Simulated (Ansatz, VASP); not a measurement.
**SnTe: VASP beside Ansatz**

```
Te Sn
1.0
     3.90470    0.00000    0.00000
     0.00000    3.90470    0.00000
     0.00000    0.00000    3.90470
Te Sn
1 1
Cartesian
  1.9524 1.9524 1.9524
  0.0000 0.0000 0.0000
```

Alike in both runs: task relaxation of cell and atoms; functional PBEsol-based screened hybrid; k mesh 4 × 4 × 4; occupations fermi-dirac, width 0.05 eV; no spin polarisation.

|  | VASP | Ansatz |
| --- | --- | --- |
| version | VASP 6.6.1 | Ansatz 0.2.0 |
| potentials or method | VASP PAW PBE potentials, release 64 (Te, Sn_d) | Ansatz PAW |
| plane-wave cutoff (eV) | 600 | 420 |
| valence electrons in the cell | 20 | 30 |

|  | VASP | Ansatz | Ansatz less VASP |
| --- | --- | --- | --- |
| gap on the k mesh at the Fermi level, each at its own relaxed structure (eV) | none | none | - |
| relaxed volume (Å³/atom) | 27.69 | 27.77 | +0.072 |
| relaxed cell length with the largest relative difference (Å) | 3.812 | 3.815 | +0.0033 |

VASP's potentials were made for PBE, not for PBEsol-based screened hybrid. A gap of «none» marks a metal or a gap that the smearing closes. VASP's potentials hold 20 valence electrons a cell and Ansatz's 30, so a difference there can come from the potentials and not from the codes.

The k mesh is coarse, so the values compare programs but aren't converged. Spin-orbit coupling is off throughout. Noted on Ansatz's run: the plane-wave basis is chosen anew once the cell has moved, so the energies of steps on either side of that aren't comparable.
